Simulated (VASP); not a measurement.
Ge2Sb2Te5, 9 atoms in the cell. It takes space group P-3m1 (No. 164, trigonal). Conventional cell: a = 4.375 Å, b = 4.375 Å, c = 18.556 Å, α = 90.00°, β = 90.00°, γ = 120.00°. Ge (site symmetry 3m) has 6 Te at 2.91 to 3.40 Å within 3.8 Å. Sb (site symmetry 3m) has 6 Te at 3.10 to 3.27 Å within 4.1 Å. Te (site symmetry -3m) has 6 Sb at 3.27 Å and 6 Te at 4.37 Å within 4.4 Å. Within 4.1 Å of Te (site symmetry 3m) lie 3 Sb at 3.10 Å and 3 Ge at 3.40 Å. Within 3.8 Å of Te (site symmetry 3m) lie 3 Ge at 2.91 Å. 

| Item | Value |
| --- | --- |
| Program | VASP 6.6.1 |
| Task | single point |
| Functional | PBE |
| Potentials or basis | VASP PAW PBE potentials, release 64 (Ge_d, Sb, Te) |
| Cutoff | 520 eV |
| k mesh | 12 × 12 × 2 |
| Occupations | gaussian, width 0.03 eV |
| Spin | no spin polarisation |
| Dipole correction | no |
| Further INCAR settings | ALGO = Normal; EDIFF = 1e-07; NBANDS = 44 |

Potentials or basis: VASP PAW PBE potentials, release 64 (Ge_d, Sb, Te).

The run is started by

```sh
$ cat potpaw_PBE.64/Ge_d/POTCAR potpaw_PBE.64/Sb/POTCAR potpaw_PBE.64/Te/POTCAR > POTCAR
$ mpirun -np 1 vasp_std > vasp.out
```

Hardware: 1 thread of Intel(R) Xeon(R) Platinum 8488C (Sapphire Rapids), with other jobs on the host.

How long does it take, and how much memory?

Run time: 8.1 min on 1 thread of Intel(R) Xeon(R) Platinum 8488C (Sapphire Rapids), with other jobs on the host, peak memory 0.74 GiB. Counts: scf iterations 17, k points 38.
